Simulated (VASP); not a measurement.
Set up this calculation in VASP 6.6.1, as the native input.

```yaml
Task: single point
Functional: BLYP
Dispersion: D3(BJ)
Potentials_or_basis: VASP PAW PBE potentials, release 64 (Rb_sv)
Cutoff: 520 eV
k_mesh: 7 × 7 × 7
Occupations: tetrahedron, width 0.1 eV
Spin: no spin polarisation
Dipole_correction: no
k_mesh_for_the_DOS: 11 × 11 × 11
Occupations_for_the_DOS: tetrahedron
Further_INCAR_settings: ALGO = Fast; EDIFF = 1e-07; NBANDS = 10
```

Crystal: Rb.

```xyz
1
Lattice="-3.1827 3.1827 2.9417 3.1827 -3.1827 2.9417 3.1827 3.1827 -2.9417" Properties=species:S:1:pos:R:3 pbc="T T T"
Rb    0.0000    0.0000    0.0000
```

These files were run (other wordings do the same):

POSCAR

```
Rb
1.0
   -3.1826514233      3.1826514233      2.9417138111
    3.1826514233     -3.1826514233      2.9417138111
    3.1826514233      3.1826514233     -2.9417138111
Rb
1
Direct
    0.0000000000      0.0000000000      0.0000000000
```

INCAR.step1

```
AGGAC    = 1.0          
AGGAX    = 1.0          
ALDAC    = 0.0          
ALDAX    = 1.0          
ALGO     = Fast           # electronic algorithm
EDIFF    = 1E-7           # SCF threshold, eV
ENCUT    = 520            # plane-wave cutoff, eV
GGA      = B5             # functional
ISIF     = 2              # what is computed and relaxed
ISMEAR   = -5             # smearing method
IVDW     = 12             # dispersion correction
LASPH    = True           # aspherical terms in the spheres
LCHARG   = True           # write CHGCAR
LREAL    = False          # projectors in reciprocal space
LWAVE    = False          # write WAVECAR
NBANDS   = 10             # bands
NELM     = 60             # most SCF steps
PREC     = Accurate       # precision mode
SIGMA    = 0.1            # smearing width, eV
VDW_A1   = 0.4298       
VDW_A2   = 4.2359       
VDW_S6   = 1.0          
VDW_S8   = 2.6996
```

KPOINTS.step1

```
k-points
0
Gamma
  7 7 7
```

INCAR.step2

```
AGGAC    = 1.0          
AGGAX    = 1.0          
ALDAC    = 0.0          
ALDAX    = 1.0          
ALGO     = Fast           # electronic algorithm
EDIFF    = 1E-7           # SCF threshold, eV
ENCUT    = 520            # plane-wave cutoff, eV
GGA      = B5             # functional
ICHARG   = 11             # starting density
ISIF     = 2              # what is computed and relaxed
ISMEAR   = -5             # smearing method
IVDW     = 12             # dispersion correction
LASPH    = True           # aspherical terms in the spheres
LCHARG   = False          # write CHGCAR
LORBIT   = 11             # projections on sites
LREAL    = False          # projectors in reciprocal space
LWAVE    = False          # write WAVECAR
NBANDS   = 10             # bands
NEDOS    = 2001           # points of the DOS
NELM     = 60             # most SCF steps
PREC     = Accurate       # precision mode
SIGMA    = 0.1            # smearing width, eV
VDW_A1   = 0.4298       
VDW_A2   = 4.2359       
VDW_S6   = 1.0          
VDW_S8   = 2.6996
```

KPOINTS.step2

```
k-points
0
Gamma
  11 11 11
```

Potentials or basis: VASP PAW PBE potentials, release 64 (Rb_sv).

The run is started by

```bash
$ cat potpaw_PBE.64/Rb_sv/POTCAR > POTCAR
$ cp INCAR.step1 INCAR
$ cp KPOINTS.step1 KPOINTS
$ mpirun -np 1 vasp_std > vasp.out
$ cp INCAR.step2 INCAR
$ cp KPOINTS.step2 KPOINTS
$ mpirun -np 1 vasp_std > vasp.out
```

Results of the run:

```yaml
Valence_electrons_inside_the_program's_atomic_spheres: Rb 7.32
Dispersion_energy_per_atom: -0.197 eV
```

Caveat: three body term missing.

Wall time 3 min on 1 thread of Intel(R) Xeon(R) Platinum 8259CL CPU @ 2.50GHz (Skylake/Cascade Lake) (shared host), peak memory 0.33 GiB.
